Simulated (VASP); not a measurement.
# Hg2O in VASP: single point with PBE

Aim: the single point of Hg2O with PBE.

Program: VASP 6.6.1. These are calculated values, not measurements. Logs are shortened: lines on timing, memory, paths and dates and some standing lists are left out, and cuts for length are marked.

### Step 1. The cell of the first run

The cell holds a slab with vacuum, 3 atoms: a = 3.143 Å, b = 3.143 Å, c = 11.488 Å, α = 90.00°, β = 90.00°, γ = 120.00°.

The cell was generated, and may not be a known phase.

### Step 2. Single point, PBE

INCAR reads:

```
SYSTEM = Hg2O
ALGO = Normal
EDIFF = 1E-6
ENCUT = 700
GGA = PE
GGA_COMPAT = .False.
ISIF = 2
ISMEAR = 0
LASPH = .True.
LCHARG = .False.
LREAL = .False.
LWAVE = .False.
NBANDS = 30
NELM = 120
PREC = Accurate
SIGMA = 0.15
```

KPOINTS reads:

```
k-points
0
Gamma
  6 6 1
  0 0 0
```

POSCAR reads:

```
Hg2O
1.0
    3.1425149166     -0.0000000034      0.0000000000
   -1.5712574553      2.7214977513      0.0000000000
    0.0000000000      0.0000000000     11.4875482788
Hg O
2 1
Direct
    0.3333333333      0.6666666667      0.1434795223
    0.3333333333      0.6666666667      0.8565204777
    0.0000000000      0.0000000000      0.0000000000
```

Potentials or basis: VASP PAW PBE potentials, release 64 (Hg_sv_GW, O).

Command:

```bash
> cat potpaw_PBE.64/Hg_sv_GW/POTCAR potpaw_PBE.64/O/POTCAR > POTCAR
> mpirun -np 1 vasp_std > vasp.out
```

OUTCAR:

```text
SYSTEM = Hg2O
   EDIFF = 1E-6
   ENCUT = 700
   GGA = PE
   ISIF = 2
   ISMEAR = 0
   LASPH = .True.
   LREAL = .False.
   NELM = 120
   PREC = Accurate

 ion  position               nearest neighbor table
   1  0.333  0.667  0.143-   3 2.45   3 2.45   3 2.45   2 3.30
   2  0.333  0.667  0.857-   3 2.45   3 2.45   3 2.45   1 3.30
   3  0.000  0.000  0.000-   1 2.45   2 2.45   1 2.45   2 2.45   1 2.45   2 2.45

  LATTYP: Found a hexagonal cell.
 ALAT       =     3.1425149166
 C/A-ratio  =     3.6555270488

  Lattice vectors:

 A1 = (   3.1425149166,  -0.0000000034,   0.0000000000)
 A2 = (  -1.5712574553,   2.7214977513,   0.0000000000)
 A3 = (   0.0000000000,   0.0000000000,  11.4875482788)

Analysis of symmetry for initial positions (statically):
=====================================================================
 Subroutine PRICEL returns:
 Original cell was already a primitive cell.

 Routine SETGRP: Setting up the symmetry group for a
 hexagonal supercell.

 Subroutine GETGRP returns: Found 12 space group operations
 (whereof 12 operations were pure point group operations)
 out of a pool of 24 trial point group operations.

The static configuration has the point symmetry D_3h.

Analysis of symmetry for dynamics (positions and initial velocities):
=====================================================================
 Subroutine PRICEL returns:
 Original cell was already a primitive cell.

 Routine SETGRP: Setting up the symmetry group for a
 hexagonal supercell.

 Subroutine GETGRP returns: Found 12 space group operations
 (whereof 12 operations were pure point group operations)
 out of a pool of 24 trial point group operations.

The dynamic configuration has the point symmetry D_3h.

 Subroutine INISYM returns: Found 12 space group operations
 (whereof 12 operations are pure point group operations),
 and found     1 'primitive' translations

----------------------------------------------------------------------------------------

                                     Primitive cell

  volume of cell :      98.2455

  direct lattice vectors                    reciprocal lattice vectors
     3.142514917 -0.000000003  0.000000000     0.318216469  0.183722364  0.000000000
    -1.571257455  2.721497751  0.000000000     0.000000000  0.367444728  0.000000000
     0.000000000  0.000000000 11.487548279     0.000000000  0.000000000  0.087050777
[... 65 lines left out ...]
   LASPH  =      T    aspherical Exc in radial PAW
   ENCUT  =  700.0 eV  51.45 Ry    7.17 a.u.   6.78  6.78 24.78*2*pi/ulx,y,z
   NELM   =    120;   NELMIN=  2; NELMDL= -5     # of ELM steps
   EDIFF  = 0.1E-05   stopping-criterion for ELM
   LREAL  =      F    real-space projection
   EDIFFG = 0.1E-04   stopping-criterion for IOM
   NSW    =      0    number of steps for IOM
   IBRION =     -1    ionic relax: 0-MD 1-quasi-New 2-CG
   NFREE  =      0    steps in history (QN), initial steepest desc. (CG)
   ISIF   =      2    stress and relaxation
   ISYM   =      2    0-nonsym 1-usesym 2-fastsym
   POTIM  = 0.5000    time-step for ionic-motion
   TEBEG  =    0.0;   TEEND  =   0.0 temperature during run
   PSTRESS=    0.0 pullay stress
   NELECT =      46.0000    total number of electrons
   NUPDOWN=      -1.0000    fix difference up-down
   EMIN   =  10.00;   EMAX   =-10.00  energy-range for DOS
   EFERMI =   0.00;   METHOD = LEGACY
   ISMEAR =     0;   SIGMA  =   0.15  broadening in eV -4-tet -1-fermi 0-gaus
   EFERMI_NEDOS =   21; number of points for ismear=-14 and -15
   IALGO  =     38    algorithm
   IMIX   =      4    mixing-type and parameters
     AMIX     =   0.40;   BMIX     =  1.00
     AMIX_MAG =   1.60;   BMIX_MAG =  1.00
  volume/ion in A,a.u.               =      32.75       221.00
  Fermi-wavevector in a.u.,A,eV,Ry     =   1.271227  2.402271 21.987272  1.616019
  Thomas-Fermi vector in A             =   2.404172
   LORBIT       =      0    0 simple, 1 ext, 2 COOP (PROOUT), +10 PAW based schemes
   GGA     = PE    functional components
   LHFCALC =     F    Hartree Fock is set to
   AEXX    =    0.0000 exact exchange contribution
   IVDW    =     0    specifies the selected vdW correction
   LEPSILON=     F    determine dielectric tensor
   LRPA    =     F    only Hartree local field effects (RPA)
 non-spin polarized calculation
 Gauss-broadening in eV      SIGMA  =   0.15
  energy-cutoff  :      700.00
  volume of cell :       98.25
 maximum number of plane-waves:      4148
 NGX is ok and might be reduce to    28
   NGX = 13   NGY = 13   NGZ = 49

 number of electron      46.0000001 magnetization

 Free energy of the ion-electron system (eV)
  ---------------------------------------------------
  ext. energy  EPLUGINS =         0.00000000
  ---------------------------------------------------
  free energy    TOTEN  =        -4.45873648 eV

  energy without entropy =       -4.43510749  energy(sigma->0) =       -4.44692199

 E-fermi :   0.9313     XC(G=0):  -7.2586

 val. band max:        0.9191751887   @ k =   0.3333  -0.0000   0.0000
 cond. band min:       0.9866397096   @ k =   0.5000   0.0000   0.0000
 fundamental gap:      0.0674645210
 Fermi energy:         0.9313241627

 k-point     1 :       0.0000    0.0000    0.0000
  band No.  band energies     occupation
      1    -113.7108      2.00000
      2    -113.7107      2.00000
      3     -62.0897      2.00000
      4     -62.0897      2.00000
      5     -62.0892      2.00000
      6     -62.0892      2.00000
[... 220 lines left out ...]
     29       9.0713      0.00000
     30       9.9256      0.00000

------------------------ aborting loop because EDIFF is reached ----------------------------------------

  FORCE on cell =-STRESS in cart. coord.  units (eV):
  Direction    XX          YY          ZZ          XY          YZ          ZX
  --------------------------------------------------------------------------------------
  -------------------------------------------------------------------------------------
  Total        0.0610988      0.0610988     -0.0783547      0.0000000      0.0000000      0.0000000
  in kB        0.9963934      0.9963934     -1.2778009      0.0000000      0.0000000      0.0000000
  external PRESSURE =       0.2383286 kB  Pullay stress =       0.0000000 kB

 VOLUME and BASIS-vectors are now :
 -----------------------------------------------------------------------------
  energy-cutoff  :      700.00
  volume of cell :       98.25
      direct lattice vectors                 reciprocal lattice vectors
     3.142514917 -0.000000003  0.000000000     0.318216469  0.183722364  0.000000000
    -1.571257455  2.721497751  0.000000000     0.000000000  0.367444728  0.000000000
     0.000000000  0.000000000 11.487548279     0.000000000  0.000000000  0.087050777

 POSITION                                       TOTAL-FORCE (eV/Angst)
 -----------------------------------------------------------------------------------
      0.00000      1.81433      1.64823        -0.000000     -0.000000      0.004046
      0.00000      1.81433      9.83932         0.000000      0.000000     -0.004046
      0.00000      0.00000      0.00000         0.000000     -0.000000      0.000000
 -----------------------------------------------------------------------------------
    total drift:                                0.000001     -0.000001     -0.000000

  FREE ENERGIE OF THE ION-ELECTRON SYSTEM (eV)
  ---------------------------------------------------
  free  energy   TOTEN  =        -4.4587364804 eV

  energy  without entropy=       -4.4351074903  energy(sigma->0) =       -4.44692199
```

OSZICAR:

```text
N       E                     dE             d eps       ncg     rms          rms(c)
DAV:   1     0.100042500297E+04    0.10004E+04   -0.31828E+04   484   0.212E+03
DAV:   2     0.132095183842E+03   -0.86833E+03   -0.78985E+03   420   0.861E+02
DAV:   3     0.726803344523E+00   -0.13137E+03   -0.12552E+03   628   0.274E+02
DAV:   4    -0.677083936139E+01   -0.74976E+01   -0.74635E+01   546   0.998E+01
DAV:   5    -0.736623616345E+01   -0.59540E+00   -0.59530E+00   622   0.264E+01    0.229E+01
DAV:   6    -0.505591159177E+01    0.23103E+01   -0.14121E+01   672   0.407E+01    0.276E+01
DAV:   7    -0.462352474837E+01    0.43239E+00   -0.23975E+00   538   0.107E+01    0.223E+01
DAV:   8    -0.464175027453E+01   -0.18226E-01   -0.10229E+00   548   0.103E+01    0.378E+00
DAV:   9    -0.450203572638E+01    0.13971E+00   -0.48891E-01   754   0.704E+00    0.301E+00
DAV:  10    -0.446758086902E+01    0.34455E-01   -0.73317E-02   628   0.284E+00    0.116E+00
DAV:  11    -0.446287282902E+01    0.47080E-02   -0.90738E-03   552   0.903E-01    0.720E-01
DAV:  12    -0.446003981447E+01    0.28330E-02   -0.37666E-03   554   0.460E-01    0.442E-01
DAV:  13    -0.445879392771E+01    0.12459E-02   -0.18672E-03   600   0.304E-01    0.982E-02
DAV:  14    -0.445870460956E+01    0.89318E-04   -0.41796E-04   578   0.157E-01    0.429E-02
DAV:  15    -0.445871679294E+01   -0.12183E-04   -0.29016E-05   520   0.642E-02    0.137E-02
DAV:  16    -0.445872725386E+01   -0.10461E-04   -0.51931E-06   454   0.224E-02    0.353E-03
DAV:  17    -0.445873584358E+01   -0.85897E-05   -0.27032E-06   362   0.300E-02    0.961E-03
DAV:  18    -0.445873648038E+01   -0.63680E-06   -0.52806E-07   324   0.137E-02
   1 F= -.44587365E+01 E0= -.44469220E+01  d E =-.236290E-01
```

Wall time 42 s (1 thread of Intel Xeon Platinum 8488C (Sapphire Rapids), shared host); peak memory 0.27 GiB.

Results:

- Free energy: -4.4587 eV
- Largest force: 0.004 eV/Å
- Band gap on the k mesh: zero (bands 23 and 24 overlap by 1.53 eV)

Forces on the atoms (eV/Å):
```
Hg   0.000  0.000  0.004
Hg   0.000  0.000 -0.004
O    0.000  0.000  0.000
```

Levels at points of the mesh, in eV from the Fermi level:
```tsv
k point	band 21	band 22	band 23	band 24	band 25	band 26	band 27	band 28
(0.00, 0.00, 0.00)	-4.89	-1.53	-0.88	-0.88	2.14	4.87	4.97	9.53
(0.50, 0.00, 0.00)	-2.81	-1.24	0.06	0.70	1.91	3.05	7.10	7.92
```

Caveat: the k points lie up to 0.38 Å⁻¹ apart, too coarse for converged energies and pressures of a metal; there is no dipole correction, which matters where the two faces differ; spin-orbit coupling is left out, which moves the levels of the heavy elements.

The gap in the log of VASP goes by the Fermi energy; the results here count the filled bands.